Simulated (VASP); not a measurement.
# InGa2P3 (P-3m1) in VASP: a series of runs, part 2 of 2

VASP 6.6.1. Earlier steps stand in the parts before.

## 3. Single point, PBE

This run uses another cell than the first one, of 18.50 Å³/atom.

File INCAR:

```
SYSTEM = InGa2P3
PREC = Accurate ; ENCUT = 520
EDIFF = 1E-7 ; ISMEAR = 0
SIGMA = 0.1 ; LREAL = .False.
LASPH = .True. ; NELM = 60
ALGO = Normal ; ISIF = 2
LWAVE = .False. ; LCHARG = .True.
GGA = PE ; LELF = .True.
LVHAR = .True. ; NBANDS = 36
```

File KPOINTS:

```
Automatic mesh
0
Gamma
  12 12 4
  0 0 0
```

File POSCAR:

```
InGa2P3
1.0
    3.7541394260      0.0000000000      0.0000000000
   -1.8770697130      3.2511801122      0.0000000000
    0.0000000000      0.0000000000      9.0949018994
In Ga P
1 2 3
Direct
    0.0000000000      0.0000000000      0.0000000000
    0.3333333333      0.6666666667      0.6604137682
    0.6666666667      0.3333333333      0.3395862318
    0.0000000000      0.0000000000      0.5000000000
    0.3333333333      0.6666666667      0.1869977052
    0.6666666667      0.3333333333      0.8130022948
```

Potentials or basis: VASP PAW PBE potentials, release 64 (In_d, Ga_d, P).

Command:

```bash
> cat potpaw_PBE.64/In_d/POTCAR potpaw_PBE.64/Ga_d/POTCAR potpaw_PBE.64/P/POTCAR > POTCAR
> mpirun -np 1 vasp_std > vasp.out
```

OUTCAR:

```text
SYSTEM = InGa2P3
   PREC = Accurate
   ENCUT = 520
   EDIFF = 1E-7
   ISMEAR = 0
   LREAL = .False.
   LASPH = .True.
   NELM = 60
   ISIF = 2
   GGA = PE

 ion  position               nearest neighbor table
   1  0.000  0.000  0.000-   5 2.76   6 2.76   5 2.76   6 2.76   6 2.76   5 2.76
   2  0.333  0.667  0.660-   6 2.57   6 2.57   6 2.57   4 2.61   4 2.61   4 2.61
   3  0.667  0.333  0.340-   5 2.57   5 2.57   5 2.57   4 2.61   4 2.61   4 2.61
   4  0.000  0.000  0.500-   2 2.61   3 2.61   2 2.61   3 2.61   3 2.61   2 2.61
   5  0.333  0.667  0.187-   3 2.57   3 2.57   3 2.57   1 2.76   1 2.76   1 2.76
   6  0.667  0.333  0.813-   2 2.57   2 2.57   2 2.57   1 2.76   1 2.76   1 2.76

  LATTYP: Found a hexagonal cell.
 ALAT       =     3.7541394260
 C/A-ratio  =     2.4226329572

  Lattice vectors:

 A1 = (   3.7541394260,   0.0000000000,   0.0000000000)
 A2 = (  -1.8770697130,   3.2511801122,   0.0000000000)
 A3 = (   0.0000000000,   0.0000000000,   9.0949018994)

Analysis of symmetry for initial positions (statically):
=====================================================================
 Subroutine PRICEL returns:
 Original cell was already a primitive cell.

 Routine SETGRP: Setting up the symmetry group for a
 hexagonal supercell.

 Subroutine GETGRP returns: Found 12 space group operations
 (whereof 12 operations were pure point group operations)
 out of a pool of 24 trial point group operations.

The static configuration has the point symmetry D_3d.

Analysis of symmetry for dynamics (positions and initial velocities):
=====================================================================
 Subroutine PRICEL returns:
 Original cell was already a primitive cell.

 Routine SETGRP: Setting up the symmetry group for a
 hexagonal supercell.

 Subroutine GETGRP returns: Found 12 space group operations
[... 131 lines left out ...]
     AMIX_MAG =   1.60;   BMIX_MAG =  1.00
  volume/ion in A,a.u.               =      18.50       124.85
  Fermi-wavevector in a.u.,A,eV,Ry     =   1.287527  2.433073 22.554721  1.657725
  Thomas-Fermi vector in A             =   2.419536
   LORBIT       =      0    0 simple, 1 ext, 2 COOP (PROOUT), +10 PAW based schemes
   GGA     = PE    functional components
   LHFCALC =     F    Hartree Fock is set to
   AEXX    =    0.0000 exact exchange contribution
   IVDW    =     0    specifies the selected vdW correction
   LEPSILON=     F    determine dielectric tensor
   LRPA    =     F    only Hartree local field effects (RPA)
 non-spin polarized calculation
 Gauss-broadening in eV      SIGMA  =   0.10
  energy-cutoff  :      520.00
  volume of cell :      111.01
 maximum number of plane-waves:      3012
   NGX = 13   NGY = 13   NGZ = 33

 number of electron      54.0000011 magnetization

 Free energy of the ion-electron system (eV)
  ---------------------------------------------------
  ext. energy  EPLUGINS =         0.00000000
  ---------------------------------------------------
  free energy    TOTEN  =       -24.46628619 eV

  energy without entropy =      -24.44941883  energy(sigma->0) =      -24.45785251

 E-fermi :   6.6659     XC(G=0): -10.7618

 val. band max:        6.6638251866   @ k =   0.2500   0.0833   0.0000
 cond. band min:       6.6909228430   @ k =   0.2500   0.0000   0.0000
 fundamental gap:      0.0270976563
 Fermi energy:         6.6659347475

 k-point     1 :       0.0000    0.0000    0.0000
  band No.  band energies     occupation
      1      -7.9534      2.00000
      2      -7.9534      2.00000
      3      -7.9357      2.00000
      4      -7.9357      2.00000
      5      -7.9165      2.00000
      6      -7.9070      2.00000
[... 925 lines left out ...]
     35      11.7828      0.00000
     36      12.4767      0.00000

 [... further k-points ...]

------------------------ aborting loop because EDIFF is reached ----------------------------------------

  FORCE on cell =-STRESS in cart. coord.  units (eV):
  Direction    XX          YY          ZZ          XY          YZ          ZX
  --------------------------------------------------------------------------------------
  -------------------------------------------------------------------------------------
  Total        0.0234874      0.0234874     -0.0020130      0.0000000      0.0000000      0.0000000
  in kB        0.3389965      0.3389965     -0.0290537      0.0000000      0.0000000      0.0000000
  external PRESSURE =       0.2163131 kB  Pullay stress =       0.0000000 kB

 VOLUME and BASIS-vectors are now :
 -----------------------------------------------------------------------------
  energy-cutoff  :      520.00
  volume of cell :      111.01
      direct lattice vectors                 reciprocal lattice vectors
     3.754139426  0.000000000  0.000000000     0.266372632  0.153790311  0.000000000
    -1.877069713  3.251180112  0.000000000     0.000000000  0.307580622  0.000000000
     0.000000000  0.000000000  9.094901899     0.000000000  0.000000000  0.109951708

 POSITION                                       TOTAL-FORCE (eV/Angst)
 -----------------------------------------------------------------------------------
      0.00000      0.00000      0.00000        -0.000000      0.000000      0.000000
     -0.00000      2.16745      6.00640         0.000000     -0.000000      0.001898
      1.87707      1.08373      3.08850        -0.000000      0.000000     -0.001898
      0.00000      0.00000      4.54745        -0.000000      0.000000      0.000000
     -0.00000      2.16745      1.70073        -0.000000      0.000000     -0.009593
      1.87707      1.08373      7.39418        -0.000000     -0.000000      0.009593
 -----------------------------------------------------------------------------------
    total drift:                                0.000000      0.000000      0.000000

  FREE ENERGIE OF THE ION-ELECTRON SYSTEM (eV)
  ---------------------------------------------------
  free  energy   TOTEN  =       -24.4662861862 eV

  energy  without entropy=      -24.4494188331  energy(sigma->0) =      -24.45785251
```

OSZICAR:

```text
N       E                     dE             d eps       ncg     rms          rms(c)
DAV:   1     0.459499748411E+03    0.45950E+03   -0.24570E+04  5124   0.215E+03
DAV:   2     0.401717782069E+02   -0.41933E+03   -0.40604E+03  5188   0.524E+02
DAV:   3    -0.216605501114E+02   -0.61832E+02   -0.60230E+02  5840   0.168E+02
DAV:   4    -0.249869230614E+02   -0.33264E+01   -0.32919E+01  6248   0.373E+01
DAV:   5    -0.251198152096E+02   -0.13289E+00   -0.13267E+00  7648   0.754E+00    0.701E+00
DAV:   6    -0.244778314274E+02    0.64198E+00   -0.15490E+00  6756   0.147E+01    0.425E+00
DAV:   7    -0.244696031251E+02    0.82283E-02   -0.42276E-01  6896   0.315E+00    0.154E+00
DAV:   8    -0.244657848193E+02    0.38183E-02   -0.46676E-02  6388   0.206E+00    0.592E-01
DAV:   9    -0.244661417523E+02   -0.35693E-03   -0.51425E-03  6152   0.723E-01    0.189E-01
DAV:  10    -0.244662399734E+02   -0.98221E-04   -0.84434E-04  7272   0.278E-01    0.913E-02
DAV:  11    -0.244662756583E+02   -0.35685E-04   -0.15495E-04  6548   0.109E-01    0.329E-02
DAV:  12    -0.244662860913E+02   -0.10433E-04   -0.29653E-05  6276   0.493E-02    0.152E-02
DAV:  13    -0.244662861700E+02   -0.78694E-07   -0.35362E-06  6572   0.141E-02    0.763E-03
DAV:  14    -0.244662863502E+02   -0.18018E-06   -0.12586E-06  5116   0.566E-03    0.656E-03
DAV:  15    -0.244662862093E+02    0.14092E-06   -0.36616E-07  4620   0.566E-03    0.129E-03
DAV:  16    -0.244662861862E+02    0.23034E-07   -0.32712E-08  3192   0.144E-03
   1 F= -.24466286E+02 E0= -.24457853E+02  d E =-.168674E-01
```

Run time: 3.3 min. Hardware: 1 thread of AMD EPYC 9R45 (Zen 5), shared host; peak memory 0.36 GiB.

What came out:

```yaml
Free_energy: -24.4663 eV
Pressure: 0.0 GPa
Largest_force: 0.010 eV/Å
Band_gap_on_the_k_mesh: zero (bands 27 and 28 overlap by 1.41 eV)
```

Forces in eV/Å, atoms in the order of the input:
```
In   0.000  0.000  0.000
Ga   0.000  0.000  0.002
Ga   0.000  0.000 -0.002
P    0.000  0.000  0.000
P    0.000  0.000 -0.010
P    0.000  0.000  0.010
```

Levels at points of the mesh, in eV from the Fermi level:
```csv
k point,band 25,band 26,band 27,band 28,band 29,band 30
"(0.00, 0.00, 0.00)",-0.05,-0.05,0.03,0.99,2.86,2.97
"(0.50, 0.00, 0.00)",-1.84,-1.61,-1.16,-0.71,1.17,1.42
"(0.00, 0.00, 0.50)",-0.20,0.08,0.08,2.49,2.75,2.85
"(0.50, 0.00, 0.50)",-1.99,-0.84,-0.48,0.18,0.27,2.84
```

Caveat: spin-orbit coupling is left out, which moves the levels of the heavy elements.

## 4. Relaxation of cell and atoms, PBE

This run uses another cell than the first one, of 18.45 Å³/atom.

File INCAR:

```
PREC = Accurate
ENCUT = 600
EDIFF = 1E-6
ISMEAR = 0
SIGMA = 0.1
LREAL = F
LASPH = T
NELM = 60
ALGO = Normal
ISIF = 3
LWAVE = F
LCHARG = F
GGA = PE
IBRION = 2
NSW = 100
EDIFFG = -0.01
```

File KPOINTS:

```
Automatic mesh
0
Gamma
  12 12 4
```

File POSCAR:

```
InGa2P3
1.0
    3.7113606890      0.0000000000      0.0000000000
   -1.8556803445      3.2141326393      0.0000000000
    0.0000000000      0.0000000000      9.2777908389
In Ga P
1 2 3
Direct
    0.0000000000      0.0000000000      0.0000000000
    0.3333333333      0.6666666667      0.6608432122
    0.6666666667      0.3333333333      0.3391567878
    0.0000000000      0.0000000000      0.5000000000
    0.3333333333      0.6666666667      0.1867296138
    0.6666666667      0.3333333333      0.8132703862
```

Command:

```bash
> cat potpaw_PBE.64/In_d/POTCAR potpaw_PBE.64/Ga_d/POTCAR potpaw_PBE.64/P/POTCAR > POTCAR
> mpirun -np 1 vasp_std > vasp.out
```

Run time: 25 min. Hardware: 1 thread of AMD EPYC 9R45 (Zen 5), shared host; peak memory 0.44 GiB.

The run converged. Its results:

| Property | Result |
| --- | --- |
| Free energy | -24.4664 eV |
| Relaxed volume | 18.50 Å³/atom |
| Relaxed cell | a = 3.754 Å, b = 3.754 Å, c = 9.097 Å, α = 90.00°, β = 90.00°, γ = 120.00° |
| Space group after relaxing (to 0.1 Å) | P-3m1 (No. 164) |
| Energy gained by relaxing | 1.4 meV/atom |
| Ionic steps | 15 |
| Pressure after relaxing | 0.0 GPa |
| Largest force after relaxing | 0.007 eV/Å |
| Band gap on the k mesh | zero (bands 27 and 28 overlap by 1.41 eV) |

Forces on the atoms (eV/Å):
```
In   0.000  0.000  0.000
Ga   0.000  0.000 -0.007
Ga   0.000  0.000  0.007
P    0.000  0.000  0.000
P    0.000  0.000  0.005
P    0.000  0.000 -0.005
```

Step by step:
```tsv
step	energy change (eV)	largest force (eV/Å)	pressure (GPa)	volume (Å³)
1	0.0000	0.0053	0.26	110.67
2	-0.0029	0.0040	-0.10	111.16
3	-0.0042	0.0047	-0.38	111.55
4	-0.0035	0.0054	-0.96	112.34
5	-0.0044	0.0055	-0.51	111.79
6	-0.0064	0.0071	-0.33	111.55
7	-0.0080	0.0093	-0.12	111.25
8	-0.0076	0.0133	0.34	110.63
9	-0.0085	0.0114	-0.03	111.03
10	-0.0085	0.0110	0.09	110.94
11	-0.0085	0.0115	0.08	110.97
12	-0.0085	0.0114	-0.04	111.00
13	-0.0085	0.0086	0.10	110.97
14	-0.0085	0.0112	0.02	110.99
15	-0.0085	0.0072	0.02	111.00
```

Final structure:
```xyz
6
Lattice="3.7536 0.0000 0.0000 -1.8768 3.2507 0.0000 0.0000 0.0000 9.0970" Properties=species:S:1:pos:R:3 pbc="T T T"
In    0.0000    0.0000    0.0000
Ga    0.0000    2.1672    6.0099
Ga    1.8768    1.0836    3.0871
P     0.0000    0.0000    4.5485
P     0.0000    2.1672    1.6981
P     1.8768    1.0836    7.3988
```

Levels at points of the mesh, in eV from the Fermi level:
```csv
k point,band 25,band 26,band 27,band 28,band 29,band 30
"(0.00, 0.00, 0.00)",-0.04,-0.04,0.03,0.99,2.86,2.98
"(0.50, 0.00, 0.00)",-1.84,-1.62,-1.16,-0.71,1.16,1.43
"(0.00, 0.00, 0.50)",-0.19,0.08,0.08,2.50,2.75,2.85
"(0.50, 0.00, 0.50)",-2.00,-0.84,-0.48,0.18,0.27,2.84
```

Caveat: spin-orbit coupling is left out, which moves the levels of the heavy elements.

## 5. Summary

```csv
task,cell,k mesh,cutoff (eV),gap on the mesh (eV),pressure (GPa),relaxed volume (Å³/atom),largest force (eV/Å)
relaxation of cell and atoms,"relaxed from a = 3.867, b = 3.867, c = 9.473 Å, angles 90.0, 90.0, 120.0°, 6 atoms, atomic positions A",6 × 6 × 2,600,none,-0.1,18.49,0.03
single point,"a = 3.754, b = 3.754, c = 9.095 Å, angles 90.0, 90.0, 120.0°, 6 atoms, atomic positions B",12 × 12 × 4,520,none,0.0,-,0.01
relaxation of cell and atoms,"relaxed from a = 3.711, b = 3.711, c = 9.278 Å, angles 90.0, 90.0, 120.0°, 6 atoms, atomic positions C",12 × 12 × 4,600,none,0.0,18.50,0.01
```

Alike in all rows: level PBE; potentials or basis VASP PAW PBE potentials, release 64 (In_d, Ga_d, P); no spin polarisation; smearing gaussian 0.1 eV.

Caveats: spin-orbit coupling is left out, which moves the levels of the heavy elements.

Total energies depend on the potentials used, so only differences within one code and one set of settings carry meaning.

The gap in the log of VASP goes by the Fermi energy; the results here count the filled bands.